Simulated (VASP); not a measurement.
Crystal: Al.

```
Al
1.0
     0.00000    2.02510    2.02510
     2.02510    0.00000    2.02510
     2.02510    2.02510    0.00000
Al
1
Direct
  0.00000 0.00000 0.00000
```

| Item | Value |
| --- | --- |
| Program | VASP 6.6.1 |
| Task | relaxation of cell and atoms |
| Functional | LDA |
| Potentials or basis | VASP PAW LDA potentials, release 64 (Al) |
| Cutoff | 600 eV |
| k mesh | 18 × 18 × 18 |
| Occupations | fermi-dirac, width 0.08 eV |
| Spin | no spin polarisation |

At the start: pressure -3.7 GPa; volume 16.61 Å³/atom.

**Question.** How do energy, volume and symmetry change on relaxing?

**Answer.** Over 3 steps the energy falls by 9.5 meV/atom and the volume is 15.82 Å³/atom (-4.8 %); space group Fm-3m (No. 225, to 0.1 Å) before and after.

Step by step:
```
step  energy change (eV)  largest force (eV/Å)  pressure (GPa)  volume (Å³)
   1              0.0000                0.0000           -3.66        16.61
   2             -0.0093                0.0000            0.56        15.71
   3             -0.0095                0.0000            0.01        15.82
```

Final structure:
```yaml
crystal:
  lattice:
    - [0.00000, 1.99236, 1.99236]
    - [1.99236, 0.00000, 1.99236]
    - [1.99236, 1.99236, 0.00000]
  atoms:
    - { symbol: Al, position: [0.00000, 0.00000, 0.00000] }
```
